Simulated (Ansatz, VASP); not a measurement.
BN in VASP and in Ansatz

```xyz
2
Lattice="0.0000 1.8123 1.8123 1.8123 0.0000 1.8123 1.8123 1.8123 0.0000" Properties=species:S:1:pos:R:3 pbc="T T T"
B     0.0000    0.0000    0.0000
N     2.7185    2.7185    2.7185
```

Alike in both runs: task relaxation of cell and atoms; functional LDA; k mesh 12 × 12 × 12; occupations gaussian, width 0.02 eV; no spin polarisation.

|  | VASP | Ansatz |
| --- | --- | --- |
| version | VASP 6.6.1 | Ansatz 0.2.0 |
| potentials or method | VASP PAW LDA potentials, release 64 (B, N), cutoff 600 eV | scalar-relativistic, plane waves, PAW |
| valence electrons in the cell | 8 | 8 |

|  | VASP | Ansatz | Ansatz less VASP |
| --- | --- | --- | --- |
| gap on the k mesh at the Fermi level, each at its own relaxed structure (eV) | 4.38 | 4.39 | +0.016 |
| relaxed volume (Å³/atom) | 5.75 | 5.74 | -0.011 |
| relaxed cell length with the largest relative difference (Å) | 2.533 | 2.532 | -0.0016 |

LDA's correlation is that of Perdew and Zunger in VASP and of Perdew and Wang (1992) in Ansatz.
